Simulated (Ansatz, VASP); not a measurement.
**One calculation of BaTaBi2, two programs**

```xyz
8
Lattice="5.1389 0.0000 0.0000 -2.5694 4.4504 0.0000 0.0000 0.0000 14.9773" Properties=species:S:1:pos:R:3 pbc="T T T"
Ba    0.0000    0.0000   12.8497
Ba    0.0000    0.0000    2.1276
Ta    0.0000    2.9669    0.0000
Ta    2.5694    1.4835    0.0000
Bi    0.0000    2.9669    7.4887
Bi    2.5694    1.4835    7.4887
Bi    0.0000    0.0000    9.1618
Bi    0.0000    0.0000    5.8155
```

Alike in both runs: functional PBE; k mesh 6 × 6 × 2; occupations gaussian, width 0.1 eV; no spin polarisation.

Ansatz relaxed the structure, and its values are those at the end. VASP's run is a single point on that final structure, the one shown.

|  | VASP | Ansatz |
| --- | --- | --- |
| version | VASP 6.6.1 | Ansatz 0.2.0 |
| potentials or method | VASP PAW PBE potentials, release 64 (Ba_sv, Ta_pv, Bi_d), cutoff 520 eV | scalar-relativistic, plane waves, PAW |
| valence electrons in the cell | 102 | 106 |

Ansatz gave:

| Property | Result |
| --- | --- |
| gap on the k mesh at the Fermi level (eV) | none |
| pressure (GPa) | 0.0 |
| rms of the force components (eV/Å) | 0.013 |

Task: Estimate VASP's values.

Result: gap on the k mesh at the Fermi level (eV): none; pressure (GPa): 0.1; rms of the force components (eV/Å): 0.008.

A gap of «none» marks a metal or a gap that the smearing closes. VASP's potentials hold 102 valence electrons a cell and Ansatz's 106, so a difference there can come from the potentials and not from the codes.

Neither program's run includes spin-orbit coupling.
